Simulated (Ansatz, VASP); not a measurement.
## Os: VASP beside Ansatz

The input INCAR:

```
PREC     = Accurate       # precision mode
ENCUT    = 520            # plane-wave cutoff, eV
EDIFF    = 1E-6           # SCF threshold, eV
ISMEAR   = -1             # smearing method
SIGMA    = 0.05           # smearing width, eV
LREAL    = False          # projectors in reciprocal space
LASPH    = True           # aspherical terms in the spheres
NELM     = 60             # most SCF steps
ALGO     = Normal         # electronic algorithm
ISIF     = 2              # what is computed and relaxed
LWAVE    = False          # write WAVECAR
LCHARG   = False          # write CHGCAR
GGA      = CA             # functional
NBANDS   = 10             # bands
```

Contents of KPOINTS:

```
regular mesh
0
Gamma
  17 17 17
```

The input POSCAR:

```
Os
1.0
    2.3746615279      0.0000000000      0.0000000000
    0.0000000000      2.3746615279      0.0000000000
    0.0000000000      0.0000000000      2.3746615279
Os
1
Direct
    0.0000000000      0.0000000000      0.0000000000
```

Input for Ansatz:

```yaml
crystal:
  lattice:
    - [2.3746615279, 0.0, 0.0]
    - [0.0, 2.3746615279, 0.0]
    - [0.0, 0.0, 2.3746615279]
  atoms:
    - { symbol: Os, position: [0.0, 0.0, 0.0] }
kpoints:
  mp_grid: { grid: [17, 17, 17] }
scf:
  occupations: { method: fermi_dirac, width: 0.05 }
hamiltonian:
  xc: lda
  pseudopotentials: { kind: all_electron, lapw: { basis_error: 0.001 } }
output:
  forces: true
  stress: true
  eigenvalues: true
  populations: true
```

Change from the starting cell: volume scaled by 0.84, LAPW.

Alike in both runs: task single point; functional LDA; k mesh 17 × 17 × 17; occupations fermi-dirac, width 0.05 eV; no spin polarisation.

```csv
,VASP,Ansatz
version,VASP 6.6.1,Ansatz 0.2.0
potentials or method,"VASP PAW LDA potentials, release 64 (Os), cutoff 520 eV","all-electron LAPW, scalar-relativistic"
```

|  | VASP | Ansatz | Ansatz less VASP |
| --- | --- | --- | --- |
| pressure (GPa) | 81.0 | 79.8 | -1.24 |

LDA's correlation is that of Perdew and Zunger in VASP and of Perdew and Wang (1992) in Ansatz. Both programs put the cell under a high pressure, so it lies far from rest at this level. Ansatz ran all-electron here, and VASP with PAW potentials.

Spin-orbit coupling is off throughout. Noted on VASP's run: the cell as given lies far from equilibrium.
